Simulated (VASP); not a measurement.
# NaF (P6_3/mmc) in VASP: settings compared

NaF is run at these levels: PBE, LDA, PBEsol, r2SCAN; tasks: single point.

Program: VASP 6.6.1. These are calculated values, not measurements. Logs are shortened: lines on timing, memory, paths and dates and some standing lists are left out, and cuts for length are marked.

### 1 The cell of the first run

Symmetry: P6_3/mmc, No. 194, hexagonal system. Conventional cell: a = 3.868 Å, b = 3.868 Å, c = 4.551 Å, α = 90.00°, β = 90.00°, γ = 120.00°. Na (site symmetry -6m2) has 5 F at 2.23 to 2.28 Å within 3.0 Å. Within 3.0 Å of F (site symmetry -6m2) lie 5 Na at 2.23 to 2.28 Å.

### 2 Single point, PBE

The input, INCAR:

```
ALGO = Normal ; EDIFF = 1E-7
ENCUT = 520 ; GGA = PE
ISIF = 2 ; ISMEAR = 0
LASPH = True ; LCHARG = True
LELF = True ; LREAL = False
LVHAR = True ; LWAVE = False
NBANDS = 22 ; NELM = 60
PREC = Accurate ; SIGMA = 0.01
```

The input, KPOINTS:

```
k-points
0
Gamma
  6 6 4
```

The input, POSCAR:

```
NaF
1.0
    3.8680646418      0.0000000000      0.0000000000
   -1.9340323209      3.3498422433      0.0000000000
    0.0000000000      0.0000000000      4.5513806497
Na F
2 2
Direct
    0.3333333333      0.6666666667     -0.0625000000
    0.6666666667      0.3333333333      0.4375000000
    0.3333333333      0.6666666667      0.4375000000
    0.6666666667      0.3333333333      0.9375000000
```

Potentials or basis: VASP PAW PBE potentials, release 64 (Na_pv, F).

Started as:

```console
> cat potpaw_PBE.64/Na_pv/POTCAR potpaw_PBE.64/F/POTCAR > POTCAR
> mpirun -np 1 vasp_std > vasp.out
```

OUTCAR:

```text
EDIFF = 1E-7
   ENCUT = 520
   GGA = PE
   ISIF = 2
   ISMEAR = 0
   LASPH = True
   LREAL = False
   NELM = 60
   PREC = Accurate

 ion  position               nearest neighbor table
   1  0.333  0.667  0.938-   4 2.23   4 2.23   4 2.23   3 2.28   3 2.28
   2  0.667  0.333  0.438-   3 2.23   3 2.23   3 2.23   4 2.28   4 2.28
   3  0.333  0.667  0.438-   2 2.23   2 2.23   2 2.23   1 2.28   1 2.28
   4  0.667  0.333  0.938-   1 2.23   1 2.23   1 2.23   2 2.28   2 2.28

  LATTYP: Found a hexagonal cell.
 ALAT       =     3.8680646418
 C/A-ratio  =     1.1766557881

  Lattice vectors:

 A1 = (   3.8680646418,   0.0000000000,   0.0000000000)
 A2 = (  -1.9340323209,   3.3498422433,   0.0000000000)
 A3 = (   0.0000000000,   0.0000000000,   4.5513806497)

Analysis of symmetry for initial positions (statically):
=====================================================================
 Subroutine PRICEL returns:
 Original cell was already a primitive cell.

 Routine SETGRP: Setting up the symmetry group for a
 hexagonal supercell.

 Subroutine GETGRP returns: Found 24 space group operations
 (whereof  6 operations were pure point group operations)
 out of a pool of 24 trial point group operations.

The static configuration has the point symmetry C_3v.
 The point group associated with its full space group is D_6h.

Analysis of symmetry for dynamics (positions and initial velocities):
=====================================================================
 Subroutine PRICEL returns:
 Original cell was already a primitive cell.

 Routine SETGRP: Setting up the symmetry group for a
 hexagonal supercell.

 Subroutine GETGRP returns: Found 24 space group operations
 (whereof  6 operations were pure point group operations)
 out of a pool of 24 trial point group operations.

The dynamic configuration has the point symmetry C_3v.
 The point group associated with its full space group is D_6h.

 Subroutine INISYM returns: Found 24 space group operations
 (whereof  6 operations are pure point group operations),
 and found     1 'primitive' translations

----------------------------------------------------------------------------------------

                                     Primitive cell

  volume of cell :      58.9741

  direct lattice vectors                    reciprocal lattice vectors
     3.868064642  0.000000000  0.000000000     0.258527220  0.149260760  0.000000000
    -1.934032321  3.349842243  0.000000000     0.000000000  0.298521521  0.000000000
     0.000000000  0.000000000  4.551380650     0.000000000  0.000000000  0.219713550

  length of vectors
     3.868064642  3.868064642  4.551380650     0.298521521  0.298521521  0.219713550

  position of ions in fractional coordinates (direct lattice)
     0.333333333  0.666666667  0.937500000
     0.666666667  0.333333333  0.437500000
     0.333333333  0.666666667  0.437500000
     0.666666667  0.333333333  0.937500000

  ion indices of the primitive-cell ions
   primitive index   ion index
                 1           1
                 2           2
                 3           3
                 4           4

----------------------------------------------------------------------------------------

 KPOINTS: k-points

Automatic generation of k-mesh.
 Grid dimensions read from file:
 generate k-points for:    6    6    4

 Generating k-lattice:

  Cartesian coordinates                     Fractional coordinates (reciprocal lattice)
     0.043087870  0.024876793  0.000000000     0.166666667  0.000000000  0.000000000
     0.000000000  0.049753587  0.000000000     0.000000000  0.166666667  0.000000000
     0.000000000  0.000000000  0.054928388     0.000000000  0.000000000  0.250000000

  Length of vectors
     0.049753587  0.049753587  0.054928388

  Shift w.r.t. Gamma in fractional coordinates (k-lattice)
     0.000000000  0.000000000  0.000000000

 Subroutine IBZKPT returns following result:
 ===========================================

 Found     21 irreducible k-points:

 Following reciprocal coordinates:
            Coordinates               Weight
  0.000000  0.000000  0.000000      1.000000
  0.166667  0.000000  0.000000      6.000000
  0.333333  0.000000  0.000000      6.000000
  0.500000  0.000000  0.000000      3.000000
  0.166667  0.166667  0.000000      6.000000
  0.333333  0.166667  0.000000     12.000000
[... 13 lines left out ...]
  0.333333  0.166667  0.500000     12.000000
  0.333333  0.333333  0.500000      2.000000
   k-points           NKPTS =     21   k-points in BZ     NKDIM =     21   number of bands    NBANDS=     22
   number of dos      NEDOS =    301   number of ions     NIONS =      4
   total plane-waves  NPLWV =  32400
   dimension x,y,z NGX =    30 NGY =   30 NGZ =   36
   dimension x,y,z NGXF=    60 NGYF=   60 NGZF=   72
   ions per type =               2   2
   NGX,Y,Z   is equivalent  to a cutoff of  12.89, 12.89, 13.15 a.u.
   NGXF,Y,Z  is equivalent  to a cutoff of  25.79, 25.79, 26.30 a.u.
 SYSTEM =  unknown system
   PREC   = accura    normal or accurate (medium, high low for compatibility)
   ISTART =      0    job   : 0-new  1-cont  2-samecut
   ICHARG =      2    charge: 1-file 2-atom 10-const
   ISPIN  =      1    spin polarized calculation?
   LNONCOLLINEAR =      F non collinear calculations
   LSORBIT =      F    spin-orbit coupling
   LASPH  =      T    aspherical Exc in radial PAW
   ENCUT  =  520.0 eV  38.22 Ry    6.18 a.u.   7.19  7.19  8.46*2*pi/ulx,y,z
   NELM   =     60;   NELMIN=  2; NELMDL= -5     # of ELM steps
   EDIFF  = 0.1E-06   stopping-criterion for ELM
   LREAL  =      F    real-space projection
   EDIFFG = 0.1E-05   stopping-criterion for IOM
   NSW    =      0    number of steps for IOM
   IBRION =     -1    ionic relax: 0-MD 1-quasi-New 2-CG
   NFREE  =      0    steps in history (QN), initial steepest desc. (CG)
   ISIF   =      2    stress and relaxation
   ISYM   =      2    0-nonsym 1-usesym 2-fastsym
   POTIM  = 0.5000    time-step for ionic-motion
   TEBEG  =    0.0;   TEEND  =   0.0 temperature during run
   PSTRESS=    0.0 pullay stress
   NELECT =      28.0000    total number of electrons
   NUPDOWN=      -1.0000    fix difference up-down
   EMIN   =  10.00;   EMAX   =-10.00  energy-range for DOS
   EFERMI =   0.00;   METHOD = LEGACY
   ISMEAR =     0;   SIGMA  =   0.01  broadening in eV -4-tet -1-fermi 0-gaus
   EFERMI_NEDOS =   21; number of points for ismear=-14 and -15
   IALGO  =     38    algorithm
   IMIX   =      4    mixing-type and parameters
     AMIX     =   0.40;   BMIX     =  1.00
     AMIX_MAG =   1.60;   BMIX_MAG =  1.00
  volume/ion in A,a.u.               =      14.74        99.49
  Fermi-wavevector in a.u.,A,eV,Ry     =   1.277146  2.413455 22.192477  1.631101
  Thomas-Fermi vector in A             =   2.409762
   LORBIT       =      0    0 simple, 1 ext, 2 COOP (PROOUT), +10 PAW based schemes
   GGA     = PE    functional components
   LHFCALC =     F    Hartree Fock is set to
   AEXX    =    0.0000 exact exchange contribution
   IVDW    =     0    specifies the selected vdW correction
   LEPSILON=     F    determine dielectric tensor
   LRPA    =     F    only Hartree local field effects (RPA)
 non-spin polarized calculation
 Gauss-broadening in eV      SIGMA  =   0.01
  energy-cutoff  :      520.00
  volume of cell :       58.97
 maximum number of plane-waves:      1604
 NGX is ok and might be reduce to    30
   NGX = 15   NGY = 15   NGZ = 17

 number of electron      27.9999962 magnetization

 Free energy of the ion-electron system (eV)
  ---------------------------------------------------
  ext. energy  EPLUGINS =         0.00000000
  ---------------------------------------------------
  free energy    TOTEN  =       -16.96455430 eV

  energy without entropy =      -16.96455430  energy(sigma->0) =      -16.96455430

 E-fermi :  -2.7483     XC(G=0):  -8.1539

 val. band max:       -2.7924394706   @ k =   0.0000   0.0000   0.0000
 cond. band min:       2.8847333173   @ k =   0.0000   0.0000   0.0000
 fundamental gap:      5.6771727879
 Fermi energy:        -2.7483265911

 k-point     1 :       0.0000    0.0000    0.0000
  band No.  band energies     occupation
      1     -21.9162      2.00000
      2     -21.8848      2.00000
      3     -21.8385      2.00000
      4     -21.8385      2.00000
      5     -21.7881      2.00000
      6     -21.7880      2.00000
[... 14 lines left out ...]
     21      15.4012      0.00000
     22      15.6830      0.00000

 k-point     2 :       0.1667    0.0000    0.0000
  band No.  band energies     occupation
      1     -22.1428      2.00000
      2     -22.0662      2.00000
      3     -21.8757      2.00000
      4     -21.8437      2.00000
      5     -21.7874      2.00000
      6     -21.7533      2.00000
[... 14 lines left out ...]
     21      14.6858      0.00000
     22      14.9100      0.00000

 k-point     3 :       0.3333    0.0000    0.0000
  band No.  band energies     occupation
      1     -22.3298      2.00000
      2     -22.2837      2.00000
      3     -21.8532      2.00000
      4     -21.8529      2.00000
      5     -21.7868      2.00000
      6     -21.7729      2.00000
[... 14 lines left out ...]
     21      13.3713      0.00000
     22      13.9232      0.00000
[... 401 lines left out ...]
 k-point    20 :       0.3333    0.1667    0.5000
  band No.  band energies     occupation
      1     -22.5788      2.00000
      2     -22.5788      2.00000
      3     -21.8272      2.00000
      4     -21.8272      2.00000
      5     -21.7602      2.00000
      6     -21.7602      2.00000
[... 14 lines left out ...]
     21      16.0548      0.00000
     22      16.0548      0.00000

 k-point    21 :       0.3333    0.3333    0.5000
  band No.  band energies     occupation
      1     -22.6023      2.00000
      2     -22.6023      2.00000
      3     -21.8334      2.00000
      4     -21.8334      2.00000
      5     -21.7556      2.00000
      6     -21.7556      2.00000
[... 14 lines left out ...]
     21      17.2235      0.00000
     22      17.2235      0.00000

------------------------ aborting loop because EDIFF is reached ----------------------------------------

  FORCE on cell =-STRESS in cart. coord.  units (eV):
  Direction    XX          YY          ZZ          XY          YZ          ZX
  --------------------------------------------------------------------------------------
  -------------------------------------------------------------------------------------
  Total        0.8356428      0.8356428      1.0738161      0.0000000      0.0000000     -0.0000000
  in kB       22.7023078     22.7023078     29.1728764      0.0000000      0.0000000     -0.0000000
  external PRESSURE =      24.8591640 kB  Pullay stress =       0.0000000 kB

 VOLUME and BASIS-vectors are now :
 -----------------------------------------------------------------------------
  energy-cutoff  :      520.00
  volume of cell :       58.97
      direct lattice vectors                 reciprocal lattice vectors
     3.868064642  0.000000000  0.000000000     0.258527220  0.149260760  0.000000000
    -1.934032321  3.349842243  0.000000000     0.000000000  0.298521521  0.000000000
     0.000000000  0.000000000  4.551380650     0.000000000  0.000000000  0.219713550

 POSITION                                       TOTAL-FORCE (eV/Angst)
 -----------------------------------------------------------------------------------
     -0.00000      2.23323      4.26692         0.000000      0.000000      0.000000
      1.93403      1.11661      1.99123        -0.000000      0.000000      0.000000
     -0.00000      2.23323      1.99123         0.000000     -0.000000      0.000000
      1.93403      1.11661      4.26692        -0.000000     -0.000000     -0.000000
 -----------------------------------------------------------------------------------
    total drift:                               -0.000000      0.000000      0.000000

  FREE ENERGIE OF THE ION-ELECTRON SYSTEM (eV)
  ---------------------------------------------------
  free  energy   TOTEN  =       -16.9645542993 eV

  energy  without entropy=      -16.9645542993  energy(sigma->0) =      -16.96455430
```

Run time: 29 s. Hardware: 1 thread of Intel Xeon 8259CL, shared host; peak memory 0.17 GiB.

What came out:

| Property | Result |
| --- | --- |
| Free energy | -16.9646 eV |
| Pressure | 2.5 GPa |
| Band gap on the k mesh | 5.68 eV |

Caveat: the structure was generated, so it needn't be the stable form of NaF.

### 3 Single point, LDA

This run uses another cell than the first one, of 13.90 Å³/atom.

The input, INCAR:

```
SYSTEM = NaF
ALGO = Normal ; EDIFF = 1E-6
ENCUT = 520 ; ISIF = 2
ISMEAR = -1 ; LASPH = .True.
LCHARG = .False. ; LREAL = .False.
LWAVE = .False. ; NBANDS = 22
NELM = 80 ; PREC = Accurate
SIGMA = 0.02
```

The input, KPOINTS:

```
k-points
0
Gamma
  6 6 6
  0 0 0
```

The input, POSCAR:

```
NaF
1.0
    3.7934388830      0.0000000000      0.0000000000
   -1.8967194415      3.2852144404      0.0000000000
    0.0000000000      0.0000000000      4.4601639263
Na F
2 2
Direct
    0.3333333333      0.6666666667     -0.0625000000
    0.6666666667      0.3333333333      0.4375000000
    0.3333333333      0.6666666667      0.4375000000
    0.6666666667      0.3333333333      0.9375000000
```

Potentials or basis: VASP PAW LDA potentials, release 64 (Na_pv, F).

Started as:

```console
> cat potpaw_LDA.64/Na_pv/POTCAR potpaw_LDA.64/F/POTCAR > POTCAR
> mpirun -np 1 vasp_std > vasp.out
```

It took 25 s on 1 thread of Intel Xeon 8259CL, shared host; peak memory 0.15 GiB.

It converged, with:

| Property | Result |
| --- | --- |
| Free energy | -18.3897 eV |
| Pressure | 0.0 GPa |
| Band gap on the k mesh | 5.55 eV |

Levels at points of the mesh, in eV from the valence-band top:
```tsv
k point	band 12	band 13	band 14	band 15	band 16	band 17
(0.00, 0.00, 0.00)	-0.34	-0.34	0.00	5.55	13.01	13.01
(0.50, 0.00, 0.00)	-0.70	-0.41	-0.19	8.70	10.59	12.74
(0.00, 0.00, 0.50)	-0.52	-0.52	-0.52	7.94	7.94	16.51
(0.50, 0.00, 0.50)	-0.54	-0.31	-0.31	9.75	9.75	12.67
```

Caveat: the structure was generated, so it needn't be the stable form of NaF.

(Continued in part 2 of 2.)
